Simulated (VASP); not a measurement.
# La (P6_3/mmc) in VASP: further runs, part 3 of 3

VASP 6.6.1.

**4. Single point, r2SCAN**

This run uses another cell than the first one, of 37.97 Å³/atom, 1.017 times its volume.

The input, POSCAR:

```
La
1.0
    3.8137374229      0.0000000000      0.0000000000
   -1.9068687114      3.3027934916      0.0000000000
    0.0000000000      0.0000000000      6.0281598591
La
2
Direct
    0.3333333333      0.6666666667      0.7500000000
    0.6666666667      0.3333333333      0.2500000000
```

The input, INCAR.step1:

```
PREC = Accurate
ENCUT = 520
ISMEAR = 0
SIGMA = 0.05
LREAL = F
LASPH = T
NELM = 100
NBANDS = 18
GGA = PE
ALGO = Normal
EDIFF = 1E-4
LWAVE = T
LCHARG = F
```

The input, INCAR.step2:

```
PREC = Accurate
ENCUT = 520
EDIFF = 1E-6
ISMEAR = 0
SIGMA = 0.05
LREAL = F
LASPH = T
NELM = 100
ALGO = Normal
ISIF = 2
LWAVE = F
LCHARG = T
METAGGA = R2SCAN
LMIXTAU = T
LELF = T
LVHAR = T
NBANDS = 18
ISTART = 1
```

The input, KPOINTS:

```
Automatic mesh
0
Gamma
  14 14 8
```

Potentials or basis: VASP PAW PBE potentials, release 64 (La).

Launch:

```bash
> cat potpaw_PBE.64/La/POTCAR > POTCAR
> cp INCAR.step1 INCAR
> mpirun -np 1 vasp_std > vasp.out
> cp INCAR.step2 INCAR
> mpirun -np 1 vasp_std > vasp.out
```

OUTCAR:

```text
PREC = Accurate
   ENCUT = 520
   EDIFF = 1E-6
   ISMEAR = 0
   LREAL = F
   LASPH = T
   NELM = 100
   ISIF = 2
   METAGGA = R2SCAN
   ISTART = 1

 ion  position               nearest neighbor table
   1  0.333  0.667  0.750-
   2  0.667  0.333  0.250-

  LATTYP: Found a hexagonal cell.
 ALAT       =     3.8137374229
 C/A-ratio  =     1.5806436549

  Lattice vectors:

 A1 = (   3.8137374229,   0.0000000000,   0.0000000000)
 A2 = (  -1.9068687114,   3.3027934916,   0.0000000000)
 A3 = (   0.0000000000,   0.0000000000,   6.0281598591)

Analysis of symmetry for initial positions (statically):
=====================================================================
 Subroutine PRICEL returns:
 Original cell was already a primitive cell.

 Routine SETGRP: Setting up the symmetry group for a
 hexagonal supercell.

 Subroutine GETGRP returns: Found 24 space group operations
 (whereof 12 operations were pure point group operations)
 out of a pool of 24 trial point group operations.

The static configuration has the point symmetry D_3d.
 The point group associated with its full space group is D_6h.

Analysis of symmetry for dynamics (positions and initial velocities):
=====================================================================
 Subroutine PRICEL returns:
 Original cell was already a primitive cell.

 Routine SETGRP: Setting up the symmetry group for a
 hexagonal supercell.

 Subroutine GETGRP returns: Found 24 space group operations
 (whereof 12 operations were pure point group operations)
 out of a pool of 24 trial point group operations.

The dynamic configuration has the point symmetry D_3d.
 The point group associated with its full space group is D_6h.

 Subroutine INISYM returns: Found 24 space group operations
 (whereof 12 operations are pure point group operations),
 and found     1 'primitive' translations

----------------------------------------------------------------------------------------

                                     Primitive cell

  volume of cell :      75.9306

  direct lattice vectors                    reciprocal lattice vectors
     3.813737423  0.000000000  0.000000000     0.262209976  0.151387001  0.000000000
    -1.906868711  3.302793492  0.000000000     0.000000000  0.302774001  0.000000000
     0.000000000  0.000000000  6.028159859     0.000000000  0.000000000  0.165888102

  length of vectors
     3.813737423  3.813737423  6.028159859     0.302774001  0.302774001  0.165888102

  position of ions in fractional coordinates (direct lattice)
     0.333333333  0.666666667  0.750000000
     0.666666667  0.333333333  0.250000000

  ion indices of the primitive-cell ions
   primitive index   ion index
                 1           1
                 2           2

----------------------------------------------------------------------------------------

 KPOINTS: Automatic mesh

Automatic generation of k-mesh.
 Grid dimensions read from file:
 generate k-points for:   14   14    8

 Generating k-lattice:

  Cartesian coordinates                     Fractional coordinates (reciprocal lattice)
     0.018729284  0.010813357  0.000000000     0.071428571  0.000000000  0.000000000
     0.000000000  0.021626714  0.000000000     0.000000000  0.071428571  0.000000000
     0.000000000  0.000000000  0.020736013     0.000000000  0.000000000  0.125000000

  Length of vectors
     0.021626714  0.021626714  0.020736013

  Shift w.r.t. Gamma in fractional coordinates (k-lattice)
     0.000000000  0.000000000  0.000000000

 Subroutine IBZKPT returns following result:
 ===========================================

 Found    120 irreducible k-points:

 Following reciprocal coordinates:
            Coordinates               Weight
  0.000000  0.000000  0.000000      1.000000
  0.071429  0.000000  0.000000      6.000000
  0.142857  0.000000  0.000000      6.000000
  0.214286  0.000000  0.000000      6.000000
  0.285714  0.000000  0.000000      6.000000
  0.357143  0.000000  0.000000      6.000000
[... 16 lines left out ...]
  0.285714  0.285714  0.000000      6.000000
  0.357143  0.285714  0.000000      6.000000
 [... further k-points ...]
   k-points           NKPTS =    120   k-points in BZ     NKDIM =    120   number of bands    NBANDS=     18
   number of dos      NEDOS =    301   number of ions     NIONS =      2
   total plane-waves  NPLWV =  37632
   dimension x,y,z NGX =    28 NGY =   28 NGZ =   48
   dimension x,y,z NGXF=    56 NGYF=   56 NGZF=   96
   ions per type =               2
   NGX,Y,Z   is equivalent  to a cutoff of  12.21, 12.21, 13.24 a.u.
   NGXF,Y,Z  is equivalent  to a cutoff of  24.41, 24.41, 26.48 a.u.
 SYSTEM =  unknown system
   PREC   = accura    normal or accurate (medium, high low for compatibility)
   ISTART =      1    job   : 0-new  1-cont  2-samecut
   ICHARG =      0    charge: 1-file 2-atom 10-const
   ISPIN  =      1    spin polarized calculation?
   LNONCOLLINEAR =      F non collinear calculations
   LSORBIT =      F    spin-orbit coupling
   LASPH  =      T    aspherical Exc in radial PAW
   ENCUT  =  520.0 eV  38.22 Ry    6.18 a.u.   7.09  7.09 11.21*2*pi/ulx,y,z
   NELM   =    100;   NELMIN=  2; NELMDL=  0     # of ELM steps
   EDIFF  = 0.1E-05   stopping-criterion for ELM
   LREAL  =      F    real-space projection
   EDIFFG = 0.1E-04   stopping-criterion for IOM
   NSW    =      0    number of steps for IOM
   IBRION =     -1    ionic relax: 0-MD 1-quasi-New 2-CG
   NFREE  =      0    steps in history (QN), initial steepest desc. (CG)
   ISIF   =      2    stress and relaxation
   ISYM   =      2    0-nonsym 1-usesym 2-fastsym
   POTIM  = 0.5000    time-step for ionic-motion
   TEBEG  =    0.0;   TEEND  =   0.0 temperature during run
   PSTRESS=    0.0 pullay stress
   NELECT =      22.0000    total number of electrons
   NUPDOWN=      -1.0000    fix difference up-down
   EMIN   =  10.00;   EMAX   =-10.00  energy-range for DOS
   EFERMI =   0.00;   METHOD = LEGACY
   ISMEAR =     0;   SIGMA  =   0.05  broadening in eV -4-tet -1-fermi 0-gaus
   EFERMI_NEDOS =   21; number of points for ismear=-14 and -15
   IALGO  =     38    algorithm
   IMIX   =      4    mixing-type and parameters
     AMIX     =   0.40;   BMIX     =  1.00
     AMIX_MAG =   1.60;   BMIX_MAG =  1.00
  volume/ion in A,a.u.               =      37.97       256.20
  Fermi-wavevector in a.u.,A,eV,Ry     =   1.083287  2.047115 15.966573  1.173510
  Thomas-Fermi vector in A             =   2.219349
   LORBIT       =      0    0 simple, 1 ext, 2 COOP (PROOUT), +10 PAW based schemes
   METAGGA = R2SCAN    functional components
   LHFCALC =     F    Hartree Fock is set to
   AEXX    =    0.0000 exact exchange contribution
   IVDW    =     0    specifies the selected vdW correction
   LEPSILON=     F    determine dielectric tensor
   LRPA    =     F    only Hartree local field effects (RPA)
 non-spin polarized calculation
 Gauss-broadening in eV      SIGMA  =   0.05
  energy-cutoff  :      520.00
  volume of cell :       75.93
 maximum number of plane-waves:      2065
   NGX = 15   NGY = 15   NGZ = 23

 number of electron      21.9999998 magnetization

 Free energy of the ion-electron system (eV)
  ---------------------------------------------------
  ext. energy  EPLUGINS =         0.00000000
  ---------------------------------------------------
  free energy    TOTEN  =       -59.42446634 eV

  energy without entropy =      -59.41919536  energy(sigma->0) =      -59.42183085

 E-fermi :   7.7440     XC(G=0): -10.1167

 val. band max:        7.7418600635   @ k =   0.2143   0.0714   0.0000
 cond. band min:       7.7536447447   @ k =   0.1429   0.1429   0.1250
 fundamental gap:      0.0117846812
 Fermi energy:         7.7440193042

 k-point     1 :       0.0000    0.0000    0.0000
  band No.  band energies     occupation
      1     -26.3451      2.00000
      2     -26.1253      2.00000
      3     -10.2771      2.00000
      4      -9.1132      2.00000
      5      -9.1132      2.00000
      6      -8.9166      2.00000
[... 10 lines left out ...]
     17       9.6686      0.00000
     18       9.6853      0.00000

 k-point     2 :       0.0714    0.0000    0.0000
  band No.  band energies     occupation
      1     -26.3372      2.00000
      2     -26.1221      2.00000
      3     -10.2557      2.00000
      4      -9.1642      2.00000
      5      -9.1299      2.00000
      6      -8.9693      2.00000
[... 10 lines left out ...]
     17       9.6546      0.00000
     18       9.6702      0.00000
[... 442 lines left out ...]
 k-point    24 :       0.3571    0.2857    0.0000
  band No.  band energies     occupation
      1     -26.1168      2.00000
      2     -26.0988      2.00000
      3      -9.9227      2.00000
      4      -9.7000      2.00000
      5      -9.6933      2.00000
      6      -9.4820      2.00000
[... 10 lines left out ...]
     17       9.7898      0.00000
     18       9.8154      0.00000

 [... further k-points ...]
[... 5 lines left out ...]
  --------------------------------------------------------------------------------------
  -------------------------------------------------------------------------------------
  Total        0.0315396      0.0315396      0.0076909      0.0000000      0.0000000      0.0000000
  in kB        0.6655024      0.6655024      0.1622826      0.0000000      0.0000000      0.0000000
  external PRESSURE =       0.4977624 kB  Pullay stress =       0.0000000 kB

 VOLUME and BASIS-vectors are now :
 -----------------------------------------------------------------------------
  energy-cutoff  :      520.00
  volume of cell :       75.93
      direct lattice vectors                 reciprocal lattice vectors
     3.813737423  0.000000000  0.000000000     0.262209976  0.151387001  0.000000000
    -1.906868711  3.302793492  0.000000000     0.000000000  0.302774001  0.000000000
     0.000000000  0.000000000  6.028159859     0.000000000  0.000000000  0.165888102

 POSITION                                       TOTAL-FORCE (eV/Angst)
 -----------------------------------------------------------------------------------
     -0.00000      2.20186      4.52112         0.000000     -0.000000      0.000000
      1.90687      1.10093      1.50704        -0.000000      0.000000      0.000000
 -----------------------------------------------------------------------------------
    total drift:                               -0.000000      0.000000     -0.000000

  FREE ENERGIE OF THE ION-ELECTRON SYSTEM (eV)
  ---------------------------------------------------
  free  energy   TOTEN  =       -59.4244663379 eV

  energy  without entropy=      -59.4191953579  energy(sigma->0) =      -59.42183085
```

Wall time 6.1 min (1 thread of Intel Xeon 6975P-C (Granite Rapids), shared host); peak memory 0.31 GiB.

What came out:

```yaml
Free_energy: -59.4245 eV
Pressure: 0.0 GPa
Band_gap_on_the_k_mesh: zero (band 11 reaches 9.11 eV, above the bottom of band 12 at 7.36 eV)
```

Caveat: the PAW data sets were made with another functional, which shifts forces and pressure a little; spin-orbit coupling is left out, which moves the levels of the heavy elements.

**5. Single point, r2SCAN**

This run uses another cell than the first one, of the same volume but with other edges.

The input, POSCAR:

```
La
1.0
    3.7922167641      0.0000000000      0.0000000000
   -1.8961083821      3.2841560544      0.0000000000
    0.0000000000      0.0000000000      5.9941433664
La
2
Direct
    0.3333333333      0.6666666667      0.7500000000
    0.6666666667      0.3333333333      0.2500000000
```

The input, INCAR.step1:

```
ALGO = Normal ; EDIFF = 1E-4
ENCUT = 520 ; GGA = PE
ISMEAR = 0 ; LASPH = True
LCHARG = False ; LREAL = False
LWAVE = True ; NBANDS = 18
NELM = 100 ; PREC = Accurate
SIGMA = 0.05
```

The input, INCAR.step2:

```
ALGO = Normal ; EDIFF = 1E-6
ENCUT = 520 ; ISIF = 2
ISMEAR = 0 ; ISTART = 1
LASPH = True ; LCHARG = False
LMIXTAU = True ; LREAL = False
LWAVE = False ; METAGGA = R2SCAN
NBANDS = 18 ; NELM = 100
PREC = Accurate ; SIGMA = 0.05
```

The input, KPOINTS:

```
k-points
0
Gamma
  14 14 8
```

Launch:

```bash
> cat potpaw_PBE.64/La/POTCAR > POTCAR
> cp INCAR.step1 INCAR
> mpirun -np 1 vasp_std > vasp.out
> cp INCAR.step2 INCAR
> mpirun -np 1 vasp_std > vasp.out
```

Wall time 6.5 min (1 thread of Intel Xeon 6975P-C (Granite Rapids), shared host); peak memory 0.31 GiB.

The run converged. Its results:

```yaml
Free_energy: -59.4222 eV
Pressure: 0.5 GPa
Band_gap_on_the_k_mesh: zero (band 11 reaches 9.28 eV, above the bottom of band 12 at 7.52 eV)
```

Levels at points of the mesh, in eV from the Fermi level:
```
           k point  band 7  band 8  band 9  band 10  band 11  band 12  band 13  band 14  band 15  band 16
(0.00, 0.00, 0.00)  -16.60  -16.52   -3.31    -1.84     1.37     1.42     1.42     1.81     1.90     1.90
(0.50, 0.00, 0.00)  -16.91  -16.75   -1.69    -1.19    -1.15     1.20     1.27     1.57     1.77     2.15
(0.00, 0.00, 0.50)  -16.71  -16.71   -1.89    -1.89     0.68     0.68     1.46     1.46     1.46     1.46
(0.50, 0.00, 0.50)  -16.90  -16.90   -1.72    -1.72    -0.30    -0.30     1.81     1.81     2.00     2.00
```

Caveat: the PAW data sets were made with another functional, which shifts forces and pressure a little; spin-orbit coupling is left out, which moves the levels of the heavy elements.

**6. Single point, r2SCAN**

This run uses another cell than the first one, of 37.97 Å³/atom, 1.017 times its volume.

The input, POSCAR:

```
La
1.0
    3.8137374229      0.0000000000      0.0000000000
   -1.9068687114      3.3027934916      0.0000000000
    0.0000000000      0.0000000000      6.0281598591
La
2
Direct
    0.3333333333      0.6666666667      0.7500000000
    0.6666666667      0.3333333333      0.2500000000
```

The input, INCAR.step1:

```
SYSTEM = La
PREC = Accurate ; ENCUT = 520
ISMEAR = 0 ; SIGMA = 0.05
LREAL = .False. ; LASPH = .True.
NELM = 100 ; NBANDS = 18
GGA = PE ; ALGO = Normal
EDIFF = 1E-4 ; LWAVE = .True.
LCHARG = .False.
```

The input, INCAR.step2:

```
SYSTEM = La
PREC = Accurate ; ENCUT = 520
EDIFF = 1E-6 ; ISMEAR = 0
SIGMA = 0.05 ; LREAL = .False.
LASPH = .True. ; NELM = 100
ALGO = Normal ; ISIF = 2
LWAVE = .False. ; LCHARG = .False.
METAGGA = R2SCAN ; LMIXTAU = .True.
NBANDS = 18 ; ISTART = 1
```

The input, KPOINTS:

```
regular mesh
0
Gamma
  14 14 8
  0 0 0
```

Potentials or basis: VASP PAW PBE potentials, release 64 (La).

Launch:

```bash
> cat potpaw_PBE.64/La/POTCAR > POTCAR
> cp INCAR.step1 INCAR
> mpirun -np 1 vasp_std > vasp.out
> cp INCAR.step2 INCAR
> mpirun -np 1 vasp_std > vasp.out
```

Wall time 5.6 min (1 thread of Intel Xeon 6975P-C (Granite Rapids), shared host); peak memory 0.31 GiB.

Results (log left out):

```
Free energy            : -59.4245 eV
Pressure               : 0.0 GPa
Band gap on the k mesh : zero (band 11 reaches 9.11 eV, above the bottom of band 12 at 7.36 eV)
```

Levels at points of the mesh, in eV from the Fermi level:
| k point | band 9 | band 10 | band 11 | band 12 | band 13 | band 14 |
| --- | --- | --- | --- | --- | --- | --- |
| (0.00, 0.00, 0.00) | -3.32 | -1.81 | 1.37 | 1.41 | 1.41 | 1.79 |
| (0.50, 0.00, 0.00) | -1.64 | -1.16 | -1.15 | 1.14 | 1.26 | 1.53 |
| (0.00, 0.00, 0.50) | -1.91 | -1.91 | 0.67 | 0.67 | 1.45 | 1.45 |
| (0.50, 0.00, 0.50) | -1.69 | -1.69 | -0.28 | -0.28 | 1.77 | 1.77 |

Caveat: the PAW data sets were made with another functional, which shifts forces and pressure a little; spin-orbit coupling is left out, which moves the levels of the heavy elements.

**7. The runs side by side**

```tsv
task	level	cell	k mesh	cutoff (eV)	gap on the mesh (eV)	pressure (GPa)
single point	PBE	a = 3.751, b = 3.751, c = 6.127 Å, angles 90.0, 90.0, 120.0°, 2 atoms	6 × 6 × 4	520	none	0.3
relaxation of cell and atoms	PBE	relaxed from a = 3.751, b = 3.751, c = 6.127 Å, angles 90.0, 90.0, 120.0°, 2 atoms	6 × 6 × 4	600	none	0.0
single point	r2SCAN	a = 3.814, b = 3.814, c = 6.028 Å, angles 90.0, 90.0, 120.0°, 2 atoms	14 × 14 × 8	520	none	0.0
single point	r2SCAN	a = 3.792, b = 3.792, c = 5.994 Å, angles 90.0, 90.0, 120.0°, 2 atoms	14 × 14 × 8	520	none	0.5
```

Alike in all rows: potentials or basis VASP PAW PBE potentials, release 64 (La); no spin polarisation; smearing gaussian 0.05 eV.

Caveats: spin-orbit coupling is left out, which moves the levels of the heavy elements; the PAW data sets were made with another functional, which shifts forces and pressure a little (some runs).

Total energies depend on the potentials used, so only differences within one code and one set of settings carry meaning.
